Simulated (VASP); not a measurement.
Input of a VASP 6.6.1 run:

Contents of INCAR:

```
SYSTEM = TiAl
  ALGO = Normal
  EDIFF = 1E-6
  EDIFFG = -0.008
  ENCUT = 600
  GGA = PS
  IBRION = 2
  ISIF = 3
  ISMEAR = 0
  LASPH = .TRUE.
  LCHARG = .FALSE.
  LREAL = .FALSE.
  LWAVE = .FALSE.
  NELM = 60
  NSW = 70
  PREC = Accurate
  PSTRESS = 20.0
  SIGMA = 0.1
```

KPOINTS

```
k-points
0
G
  14 14 10
  0 0 0
```

The input POSCAR:

```
TiAl
1.0
    2.7764200208      0.0000000000      0.0000000000
    0.0000000000      2.7764200208      0.0000000000
    0.0000000000      0.0000000000      4.0147960437
Ti Al
1 1
Direct
    0.5000000000      0.5000000000      0.5000000000
    0.0000000000      0.0000000000      0.0000000000
```

Potentials or basis: VASP PAW PBE potentials, release 64 (Ti_sv, Al).

Launch:

```bash
$ cat potpaw_PBE.64/Ti_sv/POTCAR potpaw_PBE.64/Al/POTCAR > POTCAR
$ mpirun -np 1 vasp_std > vasp.out
```

(1) What does it give for the relaxed cell?

(2) Predict the band gap on the k mesh.

(3) What does it give for the relaxed volume?

Results:

(1) a = 2.780 Å, b = 2.780 Å, c = 4.020 Å, α = 90.00°, β = 90.00°, γ = 90.00°.

(2) zero (an odd number of electrons rules out a gap without spin polarisation).

(3) 15.53 Å³/atom.

Caveat: the cell is relaxed towards a set pressure, so the run minimises the enthalpy, not the energy; the PAW data sets were made with another functional, which shifts forces and pressure a little.
